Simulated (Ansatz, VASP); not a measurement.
# MgC2 in VASP and in Ansatz

```
Mg C
1.0
     3.95078    0.00000    0.00000
     0.00000    3.95078    0.00000
     0.00000    0.00000    4.98709
Mg C
2 4
Direct
  0.50000 0.50000 0.00000
  0.00000 0.00000 0.50000
  0.88765 0.88765 0.00000
  0.61235 0.38766 0.50000
  0.11235 0.11235 0.00000
  0.38766 0.61235 0.50000
```

Alike in both runs: task single point; functional PBE; k mesh 4 × 4 × 4; no spin polarisation.

```csv
,VASP,Ansatz
version,VASP 6.6.1,Ansatz 0.2.0
potentials or method,"VASP PAW PBE potentials, release 64 (Mg, C), cutoff 520 eV","plane waves, PAW"
occupations,"gaussian, width 0.01 eV",fixed
valence electrons in the cell,20,36
```

|  | VASP | Ansatz | Ansatz less VASP |
| --- | --- | --- | --- |
| pressure (GPa) | -0.4 | -0.3 | +0.03 |
| traceless stress, the component that is largest in VASP (GPa) | 0.11 | 0.31 | +0.198 |

VASP's potentials hold 20 valence electrons a cell and Ansatz's 36, so a difference there can come from the potentials and not from the codes.
